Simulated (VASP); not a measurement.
# InP (I-4m2) in VASP: notebook

Runs on InP. Level: r2SCAN. Tasks: single point.

Everything below comes from runs of VASP 6.6.1. Logs are shortened: lines on timing, memory, paths and dates and some standing lists are left out, and cuts for length are marked.

## Step 1: The cell of the first run

The structure is tetragonal, space group I-4m2 (No. 119). The conventional cell has a = 4.261 Å, b = 4.261 Å, c = 5.774 Å, α = 90.00°, β = 90.00°, γ = 90.00°. Within 3.4 Å of In (site symmetry -4m2) lie 4 P at 2.57 Å. Within 3.4 Å of P (site symmetry -4m2) lie 4 In at 2.57 Å.

## Step 2: Single point, r2SCAN (epitaxial xy strain +2.0%)

POSCAR

```
InP
1.0
    0.0000000000      3.0128633875      2.8871300864
    3.0128633875      0.0000000000      2.8871300864
    3.0128633875      3.0128633875      0.0000000000
In P
1 1
Direct
    0.0000000000      0.0000000000      0.0000000000
    0.2500000000      0.2500000000      0.2500000000
```

INCAR.step1

```
  PREC = Accurate
  ENCUT = 520
  ISMEAR = 0
  SIGMA = 0.01
  LREAL = F
  LASPH = T
  NELM = 100
  NBANDS = 16
  GGA = PE
  ALGO = Normal
  EDIFF = 1E-4
  LWAVE = T
  LCHARG = F
```

INCAR.step2

```
  PREC = Accurate
  ENCUT = 520
  EDIFF = 1E-6
  ISMEAR = 0
  SIGMA = 0.01
  LREAL = F
  LASPH = T
  NELM = 100
  ALGO = Normal
  ISIF = 2
  LWAVE = F
  LCHARG = T
  METAGGA = R2SCAN
  LMIXTAU = T
  LELF = T
  LVHAR = T
  NBANDS = 16
  ISTART = 1
```

KPOINTS

```
Automatic mesh
0
Gamma
  8 8 8
```

Potentials or basis: VASP PAW PBE potentials, release 64 (In_d, P).

Launch:

```
> cat potpaw_PBE.64/In_d/POTCAR potpaw_PBE.64/P/POTCAR > POTCAR
> cp INCAR.step1 INCAR
> mpirun -np 1 vasp_std > vasp.out
> cp INCAR.step2 INCAR
> mpirun -np 1 vasp_std > vasp.out
```

OUTCAR:

```text
PREC = Accurate
   ENCUT = 520
   EDIFF = 1E-6
   ISMEAR = 0
   LREAL = F
   LASPH = T
   NELM = 100
   ISIF = 2
   METAGGA = R2SCAN
   ISTART = 1

 ion  position               nearest neighbor table
   1  0.000  0.000  0.000-   2 2.57   2 2.57   2 2.57   2 2.57
   2  0.250  0.250  0.250-   1 2.57   1 2.57   1 2.57   1 2.57

  LATTYP: Found a body centered tetragonal cell.
 ALAT       =     4.2608322642
 C/A-ratio  =     1.3551953738

  Lattice vectors:

 A1 = (   0.0000000000,  -3.0128633875,  -2.8871300864)
 A2 = (   0.0000000000,   3.0128633875,  -2.8871300864)
 A3 = (   3.0128633875,   0.0000000000,   2.8871300864)

Analysis of symmetry for initial positions (statically):
=====================================================================
 Subroutine PRICEL returns:
 Original cell was already a primitive cell.

 Routine SETGRP: Setting up the symmetry group for a
 body centered tetragonal supercell.

 Subroutine GETGRP returns: Found  8 space group operations
 (whereof  8 operations were pure point group operations)
 out of a pool of 16 trial point group operations.

The static configuration has the point symmetry D_2d.

Analysis of symmetry for dynamics (positions and initial velocities):
=====================================================================
 Subroutine PRICEL returns:
 Original cell was already a primitive cell.

 Routine SETGRP: Setting up the symmetry group for a
 body centered tetragonal supercell.

 Subroutine GETGRP returns: Found  8 space group operations
 (whereof  8 operations were pure point group operations)
 out of a pool of 16 trial point group operations.

The dynamic configuration has the point symmetry D_2d.

 Subroutine INISYM returns: Found  8 space group operations
 (whereof  8 operations are pure point group operations),
 and found     1 'primitive' translations

----------------------------------------------------------------------------------------

                                     Primitive cell

  volume of cell :      52.4150

  direct lattice vectors                    reciprocal lattice vectors
     0.000000000  3.012863387  2.887130086    -0.165955085  0.165955085  0.173182359
     3.012863387  0.000000000  2.887130086     0.165955085 -0.165955085  0.173182359
     3.012863387  3.012863387  0.000000000     0.165955085  0.165955085 -0.173182359
[... 76 lines left out ...]
   ISTART =      1    job   : 0-new  1-cont  2-samecut
   ICHARG =      0    charge: 1-file 2-atom 10-const
   ISPIN  =      1    spin polarized calculation?
   LNONCOLLINEAR =      F non collinear calculations
   LSORBIT =      F    spin-orbit coupling
   LASPH  =      T    aspherical Exc in radial PAW
   ENCUT  =  520.0 eV  38.22 Ry    6.18 a.u.   7.76  7.76  7.92*2*pi/ulx,y,z
   NELM   =    100;   NELMIN=  2; NELMDL=  0     # of ELM steps
   EDIFF  = 0.1E-05   stopping-criterion for ELM
   LREAL  =      F    real-space projection
   EDIFFG = 0.1E-04   stopping-criterion for IOM
   NSW    =      0    number of steps for IOM
   IBRION =     -1    ionic relax: 0-MD 1-quasi-New 2-CG
   NFREE  =      0    steps in history (QN), initial steepest desc. (CG)
   ISIF   =      2    stress and relaxation
   ISYM   =      2    0-nonsym 1-usesym 2-fastsym
   POTIM  = 0.5000    time-step for ionic-motion
   TEBEG  =    0.0;   TEEND  =   0.0 temperature during run
   PSTRESS=    0.0 pullay stress
   NELECT =      18.0000    total number of electrons
   NUPDOWN=      -1.0000    fix difference up-down
   EMIN   =  10.00;   EMAX   =-10.00  energy-range for DOS
   EFERMI =   0.00;   METHOD = LEGACY
   ISMEAR =     0;   SIGMA  =   0.01  broadening in eV -4-tet -1-fermi 0-gaus
   EFERMI_NEDOS =   21; number of points for ismear=-14 and -15
   IALGO  =     38    algorithm
   IMIX   =      4    mixing-type and parameters
     AMIX     =   0.40;   BMIX     =  1.00
     AMIX_MAG =   1.60;   BMIX_MAG =  1.00
  volume/ion in A,a.u.               =      26.21       176.86
  Fermi-wavevector in a.u.,A,eV,Ry     =   1.146429  2.166437 17.882137  1.314300
  Thomas-Fermi vector in A             =   2.283114
   LORBIT       =      0    0 simple, 1 ext, 2 COOP (PROOUT), +10 PAW based schemes
   METAGGA = R2SCAN    functional components
   LHFCALC =     F    Hartree Fock is set to
   AEXX    =    0.0000 exact exchange contribution
   IVDW    =     0    specifies the selected vdW correction
   LEPSILON=     F    determine dielectric tensor
   LRPA    =     F    only Hartree local field effects (RPA)
 non-spin polarized calculation
 Gauss-broadening in eV      SIGMA  =   0.01
  energy-cutoff  :      520.00
  volume of cell :       52.41
 maximum number of plane-waves:      1428
   NGX = 15   NGY = 15   NGZ = 15

 number of electron      18.0000004 magnetization

 Free energy of the ion-electron system (eV)
  ---------------------------------------------------
  ext. energy  EPLUGINS =         0.00000000
  ---------------------------------------------------
  free energy    TOTEN  =       -32.28537764 eV

  energy without entropy =      -32.28537764  energy(sigma->0) =      -32.28537764

 E-fermi :   4.8318     XC(G=0):  -9.6939

 val. band max:        4.7024421282   @ k =   0.0000   0.0000   0.0000
 cond. band min:       5.4984612833   @ k =   0.0000   0.0000   0.0000
 fundamental gap:      0.7960191550
 Fermi energy:         4.8317614266

 k-point     1 :       0.0000    0.0000    0.0000
  band No.  band energies     occupation
      1     -10.0147      2.00000
      2     -10.0147      2.00000
      3      -9.9973      2.00000
      4      -9.8565      2.00000
      5      -9.8479      2.00000
      6      -7.1411      2.00000
[... 433 lines left out ...]
      3      -9.9617      2.00000
      4      -9.8568      2.00000
      5      -9.8391      2.00000
      6      -5.9252      2.00000
[... 8 lines left out ...]
     15      14.8307      0.00000
     16      15.2691      0.00000

 [... further k-points ...]
[... 5 lines left out ...]
  --------------------------------------------------------------------------------------
  -------------------------------------------------------------------------------------
  Total       -0.6080443     -0.6080443     -0.0260911      0.0000000      0.0000000      0.0000000
  in kB      -18.5861995    -18.5861995     -0.7975322      0.0000000      0.0000000      0.0000000
  external PRESSURE =     -12.6566438 kB  Pullay stress =       0.0000000 kB

 VOLUME and BASIS-vectors are now :
 -----------------------------------------------------------------------------
  energy-cutoff  :      520.00
  volume of cell :       52.41
      direct lattice vectors                 reciprocal lattice vectors
     0.000000000  3.012863387  2.887130086    -0.165955085  0.165955085  0.173182359
     3.012863387  0.000000000  2.887130086     0.165955085 -0.165955085  0.173182359
     3.012863387  3.012863387  0.000000000     0.165955085  0.165955085 -0.173182359

 POSITION                                       TOTAL-FORCE (eV/Angst)
 -----------------------------------------------------------------------------------
      0.00000      0.00000      0.00000        -0.000000     -0.000000      0.000000
      1.50643      1.50643      1.44357         0.000000      0.000000      0.000000
 -----------------------------------------------------------------------------------
    total drift:                                0.000003      0.000003     -0.000013

  FREE ENERGIE OF THE ION-ELECTRON SYSTEM (eV)
  ---------------------------------------------------
  free  energy   TOTEN  =       -32.2853776416 eV

  energy  without entropy=      -32.2853776416  energy(sigma->0) =      -32.28537764
```

OUTCAR.step1:

```text
PREC = Accurate
   ENCUT = 520
   ISMEAR = 0
   LREAL = F
   LASPH = T
[... 677 lines left out ...]
 -----------------------------------------------------------------------------------
      0.00000      0.00000      0.00000         0.000000      0.000000      0.000000
      1.50643      1.50643      1.44357        -0.000000     -0.000000     -0.000000
 -----------------------------------------------------------------------------------
    total drift:                               -0.000000     -0.000000     -0.000001

  FREE ENERGIE OF THE ION-ELECTRON SYSTEM (eV)
  ---------------------------------------------------
  free  energy   TOTEN  =        -8.3976575795 eV

  energy  without entropy=       -8.3976575795  energy(sigma->0) =       -8.39765758
```

OSZICAR.step1:

```text
N       E                     dE             d eps       ncg     rms          rms(c)
DAV:   1     0.113794907945E+03    0.11379E+03   -0.83670E+03  1896   0.124E+03
DAV:   2    -0.103188086268E+01   -0.11483E+03   -0.11006E+03  2064   0.301E+02
DAV:   3    -0.859524499629E+01   -0.75634E+01   -0.75272E+01  2448   0.759E+01
DAV:   4    -0.879345388798E+01   -0.19821E+00   -0.19815E+00  2448   0.133E+01
DAV:   5    -0.880377411856E+01   -0.10320E-01   -0.10320E-01  2816   0.258E+00    0.533E+00
DAV:   6    -0.842132788500E+01    0.38245E+00   -0.62204E-01  3024   0.123E+01    0.320E+00
DAV:   7    -0.839624715087E+01    0.25081E-01   -0.15037E-01  2704   0.294E+00    0.121E+00
DAV:   8    -0.839679483257E+01   -0.54768E-03   -0.14209E-02  2432   0.139E+00    0.282E-01
DAV:   9    -0.839744526347E+01   -0.65043E-03   -0.13320E-03  2472   0.403E-01    0.148E-01
DAV:  10    -0.839757933388E+01   -0.13407E-03   -0.19350E-04  2328   0.167E-01    0.836E-02
DAV:  11    -0.839765757953E+01   -0.78246E-04   -0.14625E-04  2232   0.110E-01
   1 F= -.83976576E+01 E0= -.83976576E+01  d E =-.122706E-39
```

Run time: 50 s. Hardware: 1 thread of Intel Xeon 6975P-C (Granite Rapids), shared host; peak memory 0.21 GiB.

What came out:

- Free energy: -32.2854 eV
- Pressure: -1.3 GPa
- Band gap on the k mesh: 0.80 eV

Levels at points of the mesh, in eV from the valence-band top:
| k point | band 7 | band 8 | band 9 | band 10 | band 11 | band 12 |
| --- | --- | --- | --- | --- | --- | --- |
| (0.00, 0.00, 0.00) | -0.19 | -0.19 | 0.00 | 0.80 | 4.27 | 4.35 |
| (0.50, 0.00, 0.00) | -5.79 | -1.21 | -0.94 | 1.60 | 4.89 | 5.20 |
| (0.50, 0.50, 0.00) | -5.65 | -2.55 | -2.55 | 1.80 | 2.15 | 9.75 |
| (0.50, 0.00, 0.50) | -5.91 | -2.32 | -2.30 | 2.03 | 2.55 | 9.33 |

Caveat: the cell differs from its parent crystal (epitaxial xy strain +2.0%); semilocal functionals underestimate gaps, and a narrow one can read as zero; the PAW data sets were made with another functional, which shifts forces and pressure a little; spin-orbit coupling is left out, which moves the levels of the heavy elements.

(Continued in part 2 of 2.)
